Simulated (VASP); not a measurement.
Write the native input for VASP 6.6.1 that does the following.

* Task: single point
* Functional: PBE
* Potentials or basis: VASP PAW PBE potentials, release 64 (Sn_d, Te)
* Cutoff: 520 eV
* k mesh: 6 × 6 × 6
* Occupations: gaussian, width 0.1 eV
* Spin: no spin polarisation
* Dipole correction: no
* Further INCAR settings: ALGO = Normal; EDIFF = 1e-07; NBANDS = 28

The structure of SnTe lies in POSCAR:

```
SnTe
1.0
    1.9165483962      1.1065197325     10.2384340377
   -1.9165483962      1.1065197325     10.2384340377
    0.0000000000     -2.2130394649     10.2384340377
Sn Te
2 2
Direct
    0.2092000000      0.2092000000      0.2092000000
    0.7908000000      0.7908000000      0.7908000000
    0.3917000000      0.3917000000      0.3917000000
    0.6083000000      0.6083000000      0.6083000000
```

One way to write it, as run:

INCAR

```
SYSTEM = SnTe
PREC = Accurate
ENCUT = 520
EDIFF = 1E-7
ISMEAR = 0
SIGMA = 0.1
LREAL = .False.
LASPH = .True.
NELM = 80
ALGO = Normal
ISIF = 2
LWAVE = .False.
LCHARG = .True.
GGA = PE
LELF = .True.
LVHAR = .True.
NBANDS = 28
```

KPOINTS

```
Automatic mesh
0
Gamma
  6 6 6
  0 0 0
```

Potentials or basis: VASP PAW PBE potentials, release 64 (Sn_d, Te).

Run with:

```console
$ cat potpaw_PBE.64/Sn_d/POTCAR potpaw_PBE.64/Te/POTCAR > POTCAR
$ mpirun -np 1 vasp_std > vasp.out
```

Results of the run:

```json
{
  "Pressure": "1.6 GPa",
  "Largest force": "0.899 eV/Å",
  "Band gap on the k mesh": "zero (bands 20 and 21 overlap by 1.13 eV)"
}
```

Caveat: the stress differs along the axes, from -4 to 4 GPa; spin-orbit coupling is left out, which moves the levels of the heavy elements.

It took 26 min on 1 thread of AMD EPYC 7R13, on a shared host, peak memory 0.95 GiB.
